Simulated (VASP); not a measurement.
# ZrB2: relaxation of shape and atoms at fixed volume with r2SCAN

Crystal: ZrB2.

```
Zr B
1.0
     3.20945    0.00000    0.00000
    -1.60473    2.77947    0.00000
     0.00000    0.00000    3.59616
Zr B
1 2
Direct
  0.00000 0.00000 0.00000
  0.33333 0.66667 0.50000
  0.66667 0.33333 0.50000
```

| Item | Value |
| --- | --- |
| Program | VASP 6.6.1 |
| Task | relaxation of shape and atoms at fixed volume |
| Functional | r2SCAN |
| Potentials or basis | VASP PAW PBE potentials, release 64 (Zr_sv, B) |
| Cutoff | 600 eV |
| k mesh | 8 × 8 × 8 |
| Occupations | gaussian, width 0.05 eV |
| Spin | no spin polarisation |
| Dipole correction | no |
| Further INCAR settings | ALGO = Normal; EDIFF = 1e-07; IBRION = 2; EDIFFG = -0.01; NSW = 60; ISIF = 4 |

| Item | Value |
| --- | --- |
| Energy gained by relaxing | 0.0 meV/atom |
| Ionic steps | 2 |
| Pressure after relaxing | -8.7 GPa |
| Band gap on the k mesh | zero (bands 9 and 10 overlap by 0.67 eV) |

Final structure:
```
Zr B
1.0
     3.20832    0.00000    0.00000
    -1.60416    2.77849    0.00000
     0.00000    0.00000    3.59870
Zr B
1 2
Direct
  0.00000 0.00000 0.00000
  0.33333 0.66667 0.50000
  0.66667 0.33333 0.50000
```

Levels at points of the mesh, in eV from the Fermi level:
```
           k point  band 5  band 6  band 7  band 8  band 9  band 10  band 11  band 12  band 13
(0.00, 0.00, 0.00)  -13.41   -2.64   -2.62   -2.62   -2.57     3.46     3.46     4.20     4.20
(0.50, 0.00, 0.00)   -9.33   -9.18   -3.99   -3.21   -2.63     2.22     2.36     4.95     4.98
(0.00, 0.00, 0.50)  -11.52   -7.27   -0.98   -0.98    0.44     0.44     0.86     0.86     1.81
(0.50, 0.00, 0.50)  -10.43   -7.49   -4.69   -4.21   -2.32     3.72     4.04     5.29     6.07
```

It took 2.1 min on 1 thread of AMD EPYC 9R45 96-Core Processor (Zen 5), on a shared host, peak memory 0.16 GiB.

Caveat: the PAW data sets were made with another functional, which shifts forces and pressure a little.
